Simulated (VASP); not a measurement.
Wanted: the native input for a VASP 6.6.1 run.

```yaml
Task: relaxation of cell and atoms
Functional: PBE
Potentials_or_basis: VASP PAW PBE potentials, release 64 (Mn_pv)
Cutoff: 500 eV
k_mesh: 12 × 12 × 9
Occupations: fermi-dirac, width 0.05 eV
Spin: collinear spin, antiferromagnetic start
Starting_moments: "[3.0, -3.0] μB"
Dipole_correction: no
Further_INCAR_settings: ALGO = Normal; EDIFF = 1e-07; IBRION = 2; EDIFFG = -0.01; NSW = 80; ISIF = 3
```

The structure of Mn lies in POSCAR:

```
Mn
1.0
    2.5517904449      0.0000000000      0.0000000000
    0.0000000000      2.5517904449      0.0000000000
    0.0000000000      0.0000000000      3.6087766556
Mn
2
Direct
    0.0000000000      0.0000000000      0.0000000000
    0.5000000000      0.5000000000      0.5000000000
```

This isn't the form of Mn at room conditions, which is a 58-atom cubic cell.

One way to write it, as run:

INCAR

```
SYSTEM = Mn
  ALGO = Normal
  EDIFF = 1E-7
  EDIFFG = -0.01
  ENCUT = 500
  GGA = PE
  GGA_COMPAT = .FALSE.
  IBRION = 2
  ISIF = 3
  ISMEAR = -1
  ISPIN = 2
  LASPH = .TRUE.
  LCHARG = .FALSE.
  LMAXMIX = 4
  LORBIT = 11
  LREAL = .FALSE.
  LWAVE = .FALSE.
  MAGMOM = 3 -3
  NELM = 200
  NELMIN = 4
  NSW = 80
  PREC = Accurate
  SIGMA = 0.05
```

KPOINTS

```
k-points
0
G
  12 12 9
  0 0 0
```

Potentials or basis: VASP PAW PBE potentials, release 64 (Mn_pv).

Run with:

```bash
$ cat potpaw_PBE.64/Mn_pv/POTCAR > POTCAR
$ mpirun -np 1 vasp_std > vasp.out
```

It gave:

```json
{"Relaxed volume": "11.45 Å³/atom", "Relaxed cell": "a = 2.572 Å, b = 2.572 Å, c = 3.463 Å, α = 90.00°, β = 90.00°, γ = 90.00°", "Space group after relaxing (to 0.1 Å)": "I4/mmm (No. 139)", "Energy gained by relaxing": "12.4 meV/atom", "Ionic steps": "6", "Pressure after relaxing": "0.0 GPa", "Band gap on the k mesh": "zero (filled and empty bands overlap)", "Net moment": "0.00 μB per cell", "Site moments": "Mn +1.88, -1.88 μB", "Valence electrons inside the program's atomic spheres": "Mn 11.87"}
```

Wall time 2.8 min on 1 thread of Intel(R) Xeon(R) 6975P-C (Granite Rapids), on a shared host, peak memory 0.2 GiB.
